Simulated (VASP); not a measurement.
# Be16Cl in VASP: further runs

The runs below take Be16Cl through single point, with PBE+D3(BJ).

Program: VASP 6.6.1. These are calculated values, not measurements. Logs are shortened: lines on timing, memory, paths and dates and some standing lists are left out, and cuts for length are marked.

## 1. The cell of the first run

The cell holds a slab with vacuum, 17 atoms: a = 4.580 Å, b = 4.580 Å, c = 16.383 Å, α = 90.00°, β = 90.00°, γ = 60.00°.

## 2. Single point, PBE+D3(BJ)

The input, INCAR:

```
SYSTEM = Be16Cl
ALGO     = Normal         ! electronic algorithm
EDIFF    = 1E-6           ! SCF threshold, eV
ENCUT    = 520            ! plane-wave cutoff, eV
GGA      = PE             ! functional
ISIF     = 2              ! what is computed and relaxed
ISMEAR   = 0              ! smearing method
IVDW     = 12             ! dispersion correction
LASPH    = .TRUE.         ! aspherical terms in the spheres
LCHARG   = .TRUE.         ! write CHGCAR
LELF     = .TRUE.         ! ELF
LREAL    = Auto         
LVHAR    = .TRUE.       
LWAVE    = .FALSE.        ! write WAVECAR
NBANDS   = 34             ! bands
NELM     = 60             ! most SCF steps
PREC     = Accurate       ! precision mode
SIGMA    = 0.05           ! smearing width, eV
```

The input, KPOINTS:

```
k-points
0
G
  5 5 1
  0 0 0
```

The input, POSCAR:

```
Be16Cl
1.0
    4.5800000000      0.0000000000      0.0000000000
    2.2900000000      3.9663960000      0.0000000000
    0.0000000000      0.0000000000     16.3826450000
Be Cl
16 1
Direct
   -0.1666666667      0.3333333333      0.0610402044
    0.3333333333      0.3333333333      0.0610402044
   -0.1666666667      0.8333333333      0.0610402044
    0.3333333333      0.8333333333      0.0610402044
    0.0017322783      0.0015275832      0.1728505989
    0.5009856477      0.0011138575      0.1722141937
    0.0008859421      0.5010442729      0.1719769915
    0.5014104726      0.5018139893      0.1728969895
   -0.1662800545      0.3338151309      0.2833854362
    0.3429464398      0.3320913999      0.2822099850
   -0.1681261116      0.8433129219      0.2821539501
    0.3353060228      0.8354473431      0.2780019344
    0.0154617613     -0.0033029985      0.3967232397
    0.5004782834      0.0004089355      0.3933414903
    0.0065554071      0.5071747753      0.3800484598
    0.4967071556      0.5155677850      0.3969403598
    0.6899947782      0.1905314043      0.4988009567
```

Potentials or basis: VASP PAW PBE potentials, release 64 (Be, Cl).

On the command line:

```console
$ cat potpaw_PBE.64/Be/POTCAR potpaw_PBE.64/Cl/POTCAR > POTCAR
$ mpirun -np 1 vasp_std > vasp.out
```

OUTCAR:

```text
SYSTEM = Be16Cl
   EDIFF = 1E-6
   ENCUT = 520
   GGA = PE
   ISIF = 2
   ISMEAR = 0
   IVDW = 12
   LASPH = .TRUE.
   LREAL = Auto
   NELM = 60
   PREC = Accurate
 IVDW          = 12

 ion  position               nearest neighbor table
   1  0.833  0.333  0.061-   7 2.25   5 2.26   8 2.26   3 2.29   3 2.29   4 2.29   4 2.29   2 2.29
                             2 2.29
   2  0.333  0.333  0.061-   7 2.25   6 2.25   8 2.27   4 2.29   3 2.29   4 2.29   3 2.29   1 2.29
                             1 2.29
   3  0.833  0.833  0.061-   7 2.25   6 2.25   5 2.27   1 2.29   1 2.29   2 2.29   2 2.29   4 2.29
                             4 2.29
   4  0.333  0.833  0.061-   5 2.26   8 2.26   6 2.26   2 2.29   1 2.29   2 2.29   1 2.29   3 2.29
                             3 2.29
   5  0.002  0.002  0.173-  12 2.17  11 2.21   9 2.24   4 2.26   1 2.26   3 2.27   6 2.29   7 2.29
                             8 2.29   8 2.29   7 2.29   6 2.29
   6  0.501  0.001  0.172-  12 2.18  11 2.23  10 2.23   2 2.25   3 2.25   4 2.26   5 2.29   8 2.29
                             7 2.29   7 2.29   8 2.29   5 2.29
   7  0.001  0.501  0.172-   3 2.25   2 2.25   1 2.25   9 2.26  11 2.26  10 2.26   8 2.29   5 2.29
                             6 2.29   6 2.29   5 2.29   8 2.29
   8  0.501  0.502  0.173-  12 2.17  10 2.21   9 2.24   4 2.26   1 2.26   2 2.27   6 2.29   7 2.29
                             5 2.29   5 2.29   6 2.29   7 2.29
   9  0.834  0.334  0.283-  15 2.10   8 2.24   5 2.24  11 2.25  10 2.25   7 2.26  13 2.29  16 2.29
                            12 2.29  12 2.29  10 2.33  11 2.33
  10  0.343  0.332  0.282-  15 2.09   8 2.21   6 2.23  11 2.24  14 2.25   9 2.25   7 2.26  12 2.29
                            12 2.29  16 2.31   9 2.33  11 2.34
  11  0.832  0.843  0.282-  15 2.09   5 2.21   6 2.23  10 2.24  14 2.25   9 2.25   7 2.26  12 2.29
                            12 2.29  13 2.31   9 2.33  10 2.34
  12  0.335  0.835  0.278-   8 2.17   5 2.17   6 2.18  11 2.29  10 2.29   9 2.29   9 2.29  10 2.29
                            11 2.29  14 2.30  13 2.32  16 2.33
  13  0.015  0.997  0.397-  17 2.12  16 2.20  14 2.23  15 2.28   9 2.29  11 2.31  12 2.32  15 2.33
                            14 2.35  16 2.38
  14  0.500  0.000  0.393-  16 2.23  13 2.23  10 2.25  11 2.25  17 2.29  12 2.30  15 2.30  15 2.30
                            13 2.35  16 2.35
  15  0.007  0.507  0.380-  10 2.09  11 2.09   9 2.10  13 2.28  16 2.28  14 2.30  14 2.30  16 2.33
                            13 2.33
  16  0.497  0.516  0.397-  17 2.11  13 2.20  14 2.23  15 2.28   9 2.29  10 2.31  12 2.33  15 2.33
                            14 2.35  13 2.38
  17  0.690  0.191  0.499-  16 2.11  13 2.12  14 2.29

  LATTYP: Found a hexagonal cell.
 ALAT       =     4.5799996975
 C/A-ratio  =     3.5769969612

  Lattice vectors:

 A1 = (  -2.2900000000,  -3.9663960000,   0.0000000000)
 A2 = (   4.5800000000,   0.0000000000,   0.0000000000)
 A3 = (   0.0000000000,   0.0000000000,  16.3826450000)

Analysis of symmetry for initial positions (statically):
=====================================================================
 Subroutine PRICEL returns:
 Original cell was already a primitive cell.

 Routine SETGRP: Setting up the symmetry group for a
 hexagonal supercell.

 Subroutine GETGRP returns: Found  1 space group operations
 (whereof  1 operations were pure point group operations)
 out of a pool of 24 trial point group operations.

The static configuration has the point symmetry C_1 .

Analysis of symmetry for dynamics (positions and initial velocities):
=====================================================================
 Subroutine PRICEL returns:
 Original cell was already a primitive cell.

 Routine SETGRP: Setting up the symmetry group for a
 hexagonal supercell.

 Subroutine GETGRP returns: Found  1 space group operations
 (whereof  1 operations were pure point group operations)
 out of a pool of 24 trial point group operations.

The dynamic configuration has the point symmetry C_1 .

 Subroutine INISYM returns: Found  1 space group operations
 (whereof  1 operations are pure point group operations),
 and found     1 'primitive' translations

----------------------------------------------------------------------------------------

                                     Primitive cell

  volume of cell :     297.6087

  direct lattice vectors                    reciprocal lattice vectors
     4.580000000  0.000000000  0.000000000     0.218340611 -0.126059022  0.000000000
     2.290000000  3.966396000  0.000000000     0.000000000  0.252118044  0.000000000
     0.000000000  0.000000000 16.382645000     0.000000000  0.000000000  0.061040204

  length of vectors
[... 55 lines left out ...]

  Length of vectors
     0.050423605  0.050423609  0.061040204

  Shift w.r.t. Gamma in fractional coordinates (k-lattice)
     0.000000000  0.000000000  0.000000000

 Subroutine IBZKPT returns following result:
 ===========================================

 Found     13 irreducible k-points:

 Following reciprocal coordinates:
            Coordinates               Weight
  0.000000  0.000000  0.000000      1.000000
  0.200000  0.000000  0.000000      2.000000
  0.200000  0.200000  0.000000      2.000000
  0.000000  0.200000  0.000000      2.000000
  0.400000  0.000000  0.000000      2.000000
  0.400000  0.400000  0.000000      2.000000
  0.000000  0.400000  0.000000      2.000000
  0.400000  0.200000  0.000000      2.000000
  0.200000  0.400000  0.000000      2.000000
 -0.200000  0.200000  0.000000      2.000000
 -0.400000  0.200000  0.000000      2.000000
  0.400000 -0.400000  0.000000      2.000000
 -0.200000  0.400000  0.000000      2.000000
   k-points           NKPTS =     13   k-points in BZ     NKDIM =     13   number of bands    NBANDS=     34
   number of dos      NEDOS =    301   number of ions     NIONS =     17
   total plane-waves  NPLWV = 163296
   dimension x,y,z NGX =    36 NGY =   36 NGZ =  126
   dimension x,y,z NGXF=    72 NGYF=   72 NGZF=  252
   ions per type =              16   1
   NGX,Y,Z   is equivalent  to a cutoff of  13.07, 13.07, 12.79 a.u.
   NGXF,Y,Z  is equivalent  to a cutoff of  26.13, 26.13, 25.57 a.u.
 SYSTEM =  Be16Cl
   PREC   = accura    normal or accurate (medium, high low for compatibility)
   ISTART =      0    job   : 0-new  1-cont  2-samecut
   ICHARG =      2    charge: 1-file 2-atom 10-const
   ISPIN  =      1    spin polarized calculation?
   LNONCOLLINEAR =      F non collinear calculations
   LSORBIT =      F    spin-orbit coupling
   LASPH  =      T    aspherical Exc in radial PAW
   ENCUT  =  520.0 eV  38.22 Ry    6.18 a.u.   8.52  8.52 30.46*2*pi/ulx,y,z
   NELM   =     60;   NELMIN=  2; NELMDL= -5     # of ELM steps
   EDIFF  = 0.1E-05   stopping-criterion for ELM
   LREAL  =      T    real-space projection
   EDIFFG = 0.1E-04   stopping-criterion for IOM
   NSW    =      0    number of steps for IOM
   IBRION =     -1    ionic relax: 0-MD 1-quasi-New 2-CG
   NFREE  =      0    steps in history (QN), initial steepest desc. (CG)
   ISIF   =      2    stress and relaxation
   ISYM   =      2    0-nonsym 1-usesym 2-fastsym
   POTIM  = 0.5000    time-step for ionic-motion
   TEBEG  =    0.0;   TEEND  =   0.0 temperature during run
   PSTRESS=    0.0 pullay stress
   NELECT =      39.0000    total number of electrons
   NUPDOWN=      -1.0000    fix difference up-down
   EMIN   =  10.00;   EMAX   =-10.00  energy-range for DOS
   EFERMI =   0.00;   METHOD = LEGACY
   ISMEAR =     0;   SIGMA  =   0.05  broadening in eV -4-tet -1-fermi 0-gaus
   EFERMI_NEDOS =   21; number of points for ismear=-14 and -15
   IALGO  =     38    algorithm
   IMIX   =      4    mixing-type and parameters
     AMIX     =   0.40;   BMIX     =  1.00
     AMIX_MAG =   1.60;   BMIX_MAG =  1.00
  volume/ion in A,a.u.               =      17.51       118.14
  Fermi-wavevector in a.u.,A,eV,Ry     =   0.831536  1.571376  9.407782  0.691453
  Thomas-Fermi vector in A             =   1.944440
   LORBIT       =      0    0 simple, 1 ext, 2 COOP (PROOUT), +10 PAW based schemes
   GGA     = PE    functional components
   LHFCALC =     F    Hartree Fock is set to
   AEXX    =    0.0000 exact exchange contribution
   IVDW    =    12    specifies the selected vdW correction
   LEPSILON=     F    determine dielectric tensor
   LRPA    =     F    only Hartree local field effects (RPA)
 non-spin polarized calculation
 Gauss-broadening in eV      SIGMA  =   0.05
  energy-cutoff  :      520.00
  volume of cell :      297.61
 maximum number of plane-waves:      8057
 NGX is ok and might be reduce to    36
   NGX = 17   NGY = 17   NGZ = 61

 number of electron      39.0000000 magnetization

 Free energy of the ion-electron system (eV)
  ---------------------------------------------------
  ext. energy  EPLUGINS =         0.00000000
  ---------------------------------------------------
  free energy    TOTEN  =       -59.47701349 eV

  energy without entropy =      -59.47148302  energy(sigma->0) =      -59.47424826

 E-fermi :   0.7715     XC(G=0):  -6.3434

 val. band max:        0.7521574801   @ k =   0.4000  -0.4000   0.0000
 cond. band min:       0.8653947141   @ k =   0.0000   0.2000   0.0000
 fundamental gap:      0.1132372341
 Fermi energy:         0.7715487961

 k-point     1 :       0.0000    0.0000    0.0000
  band No.  band energies     occupation
      1     -16.2259      2.00000
      2      -9.5132      2.00000
      3      -8.0926      2.00000
      4      -6.2518      2.00000
      5      -4.9712      2.00000
      6      -4.3475      2.00000
[... 431 lines left out ...]
     30       6.2634      0.00000
     31       6.5300      0.00000
 [bands above 31 left out]

------------------------ aborting loop because EDIFF is reached ----------------------------------------

 Edisp (eV)   -4.32998

 E8    (eV) :    -1.5527

  FORCE on cell =-STRESS in cart. coord.  units (eV):
  Direction    XX          YY          ZZ          XY          YZ          ZX
  --------------------------------------------------------------------------------------
  -------------------------------------------------------------------------------------
  Total     -12.34935   -12.14782    -0.18330    -0.16876    -0.55034    -0.93208
  in kB     -66.48278   -65.39786    -0.98680    -0.90851    -2.96273    -5.01788
  external pressure =      -44.29 kB  Pullay stress =        0.00 kB

 VOLUME and BASIS-vectors are now :
 -----------------------------------------------------------------------------
  energy-cutoff  :      520.00
  volume of cell :      297.61
      direct lattice vectors                 reciprocal lattice vectors
     4.580000000  0.000000000  0.000000000     0.218340611 -0.126059022  0.000000000
     2.290000000  3.966396000  0.000000000     0.000000000  0.252118044  0.000000000
     0.000000000  0.000000000 16.382645000     0.000000000  0.000000000  0.061040204

 POSITION                                       TOTAL-FORCE (eV/Angst)
 -----------------------------------------------------------------------------------
      4.58000      1.32213      1.00000        -0.103480     -0.058112      0.008635
      2.29000      1.32213      1.00000         0.145276     -0.039514     -0.031618
      5.72500      3.30533      1.00000         0.036922      0.146578     -0.032559
      3.43500      3.30533      1.00000        -0.000082     -0.000678      0.046417
      0.01143      0.00606      2.83175         0.004638     -0.000321     -0.002227
      2.29707      0.00442      2.82132         0.004315      0.001852      0.011484
[... 9 lines left out ...]
      3.45557      2.04495      6.50293         0.033368      0.013234     -0.025258
      3.59649      0.75572      8.17168        -0.214484     -0.128973     -0.055776
 -----------------------------------------------------------------------------------
    total drift:                               -0.000481     -0.000172      0.002729

  FREE ENERGIE OF THE ION-ELECTRON SYSTEM (eV)
  ---------------------------------------------------
  free  energy   TOTEN  =       -63.8069980196 eV

  energy  without entropy=      -63.8014675453  energy(sigma->0) =      -63.80423278
```

Wall time 3.1 min (1 thread of Intel Xeon 6975P-C (Granite Rapids), shared host); peak memory 0.41 GiB.

Results:

| Item | Value |
| --- | --- |
| Free energy | -63.8070 eV |
| Largest force | 0.256 eV/Å |
| Band gap on the k mesh | zero (an odd number of electrons rules out a gap without spin polarisation) |
| Dispersion energy per atom | -0.255 eV |

Forces on the atoms (eV/Å):
```
Be  -0.103 -0.058  0.009
Be   0.145 -0.040 -0.032
Be   0.037  0.147 -0.033
Be   0.000 -0.001  0.046
Be   0.005  0.000 -0.002
Be   0.004  0.002  0.011
Be   0.007  0.004 -0.001
Be   0.003  0.004 -0.006
Be  -0.006 -0.002 -0.014
Be   0.017  0.008  0.008
Be   0.014  0.007  0.009
Be   0.013  0.007 -0.004
Be   0.024  0.029 -0.008
Be   0.034  0.023  0.113
Be  -0.012 -0.013 -0.017
Be   0.033  0.013 -0.025
Cl  -0.214 -0.129 -0.056
```

Caveat: an odd number of electrons without spin polarisation forces a metal; a magnetic or distorted state may lie lower.

## 3. Single point, PBE+D3(BJ)

The input, INCAR:

```
SYSTEM = Be16Cl
PREC = Accurate
ENCUT = 520
EDIFF = 1E-6
ISMEAR = 0
SIGMA = 0.05
LREAL = Auto
LASPH = .True.
NELM = 100
ALGO = Normal
ISIF = 2
LWAVE = .False.
LCHARG = .False.
GGA = PE
IVDW = 12
NBANDS = 34
```

The input, KPOINTS:

```
regular mesh
0
Gamma
  5 5 1
  0 0 0
```

The input, POSCAR:

```
Be16Cl
1.0
    4.5800000000      0.0000000000      0.0000000000
    2.2900000000      3.9663960000      0.0000000000
    0.0000000000      0.0000000000     16.3826450000
Be Cl
16 1
Direct
   -0.1666666667      0.3333333333      0.0610402044
    0.3333333333      0.3333333333      0.0610402044
   -0.1666666667      0.8333333333      0.0610402044
    0.3333333333      0.8333333333      0.0610402044
    0.0002987031      0.0016213711      0.1729368487
    0.5006448993      0.0008486293      0.1716922390
    0.0000413800      0.5002150567      0.1721577926
    0.5014853886      0.5003615373      0.1729943486
   -0.1659845486      0.3341136387      0.2838975635
    0.3413959451      0.3302963194      0.2816910822
   -0.1699388121      0.8417326460      0.2816434709
    0.3339043749      0.8339318616      0.2783737302
    0.0128617067     -0.0075133698      0.3976852334
    0.4975044899     -0.0025116000      0.3886955373
    0.0077243483      0.5082071987      0.3812046834
    0.4926558234      0.5126769995      0.3979590597
    0.7139029632      0.2141883967      0.5013224665
```

Potentials or basis: VASP PAW PBE potentials, release 64 (Be, Cl).

On the command line:

```console
$ cat potpaw_PBE.64/Be/POTCAR potpaw_PBE.64/Cl/POTCAR > POTCAR
$ mpirun -np 1 vasp_std > vasp.out
```

Wall time 3.5 min (1 thread of Intel Xeon 6975P-C (Granite Rapids), shared host); peak memory 0.41 GiB.

The run converged. Its results:

| Property | Result |
| --- | --- |
| Free energy | -63.7431 eV |
| Largest force | 0.200 eV/Å |
| Band gap on the k mesh | zero (an odd number of electrons rules out a gap without spin polarisation) |
| Dispersion energy per atom | -0.255 eV |

Forces in eV/Å, atoms in the order of the input:
```
Be  -0.097 -0.054  0.044
Be   0.126 -0.015 -0.035
Be   0.048  0.118 -0.036
Be  -0.037 -0.022  0.011
Be   0.003 -0.004  0.001
Be   0.003  0.000  0.009
Be   0.006  0.002 -0.002
Be  -0.001  0.005 -0.004
Be  -0.004 -0.002 -0.005
Be   0.014  0.006  0.004
Be   0.012  0.006  0.006
Be   0.010  0.006 -0.012
Be   0.022  0.030  0.011
Be   0.032  0.019  0.087
Be  -0.004 -0.008 -0.029
Be   0.033  0.019 -0.013
Cl  -0.167 -0.104 -0.037
```

Levels at points of the mesh, in eV from the Fermi level:
| k point | band 18 | band 19 | band 20 | band 21 | band 22 | band 23 |
| --- | --- | --- | --- | --- | --- | --- |
| (0.00, 0.00, 0.00) | -1.90 | -1.88 | -1.79 | -0.34 | 2.41 | 2.51 |

Caveat: an odd number of electrons without spin polarisation forces a metal; a magnetic or distorted state may lie lower.
